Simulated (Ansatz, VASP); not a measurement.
# InSb3: VASP beside Ansatz

The input INCAR:

```
SYSTEM = InSb3
ALGO = Normal
EDIFF = 1E-6
ENCUT = 520
GGA = PS
GGA_COMPAT = .False.
ISIF = 2
ISMEAR = -1
LASPH = .True.
LCHARG = .False.
LNONCOLLINEAR = .True.
LORBIT = 11
LORBMOM = .True.
LREAL = .False.
LSORBIT = .True.
LWAVE = .False.
MAGMOM = 0 0 0 0 0 0 0 0 0 0 0 0
NBANDS = 42
NELM = 150
PREC = Accurate
SIGMA = 0.05
```

The input KPOINTS:

```
k-points
0
Gamma
  6 6 6
  0 0 0
```

Contents of POSCAR:

```
InSb3
1.0
    0.0000000000      3.7945550000      3.7945550000
    3.7945550000      0.0000000000      3.7945550000
    3.7945550000      3.7945550000      0.0000000000
Sb In
3 1
Direct
    0.5000000000      0.5000000000      0.5000000000
    0.7500000000      0.7500000000      0.7500000000
    0.2500000000      0.2500000000      0.2500000000
    0.0000000000      0.0000000000      0.0000000000
```

The input input.yaml:

```yaml
crystal:
  lattice:
    - [0.0, 3.794555, 3.794555]
    - [3.794555, 0.0, 3.794555]
    - [3.794555, 3.794555, 0.0]
  atoms:
    - { symbol: Sb, position: [0.5, 0.5, 0.5] }
    - { symbol: Sb, position: [0.75, 0.75, 0.75] }
    - { symbol: Sb, position: [0.25, 0.25, 0.25] }
    - { symbol: In, position: [0.0, 0.0, 0.0] }
hamiltonian:
  xc: pbesol
  pseudopotentials: { kind: paw_fr }
magnetization:
  noncollinear: true
  spin_orbit: true
kpoints:
  mp_grid: { grid: [6, 6, 6] }
  band_path:
    path:
      - [[0.0, 0.0, 0.0], [0.5, 0.0, 0.5], [0.5, 0.25, 0.75], [0.375, 0.375, 0.75], [0.0, 0.0, 0.0], [0.5, 0.5, 0.5], [0.625, 0.25, 0.625], [0.5, 0.25, 0.75], [0.5, 0.5, 0.5], [0.375, 0.375, 0.75]]
      - [[0.625, 0.25, 0.625], [0.5, 0.0, 0.5]]
    npoints: 14
scf:
  occupations: { method: fermi_dirac, width: 0.05 }
  n_extra_bands: 10
output:
  forces: true
  stress: true
  eigenvalues: true
  fatbands: true
  write_density: true
  write_potential: true
  elf: true
  volumetric_format: npy
```

Alike in both runs: functional PBEsol; k mesh 6 × 6 × 6; occupations fermi-dirac, width 0.05 eV; non-collinear spin, spin-orbit coupling.

|  | VASP | Ansatz |
| --- | --- | --- |
| version | VASP 6.6.1 | Ansatz 0.2.0 |
| potentials or method | VASP PAW PBE potentials, release 64 (Sb, In_d) | Ansatz PAW |
| plane-wave cutoff (eV) | 520 | 420 |
| valence electrons in the cell | 28 | 58 |
| task | single point | band structure |

|  | VASP | Ansatz | Ansatz less VASP |
| --- | --- | --- | --- |
| pressure (GPa) | -3.0 | -3.0 | 0.00 |

VASP's potentials were made for PBE, not for PBEsol. VASP's potentials hold 28 valence electrons a cell and Ansatz's 58, so a difference there can come from the potentials and not from the codes.
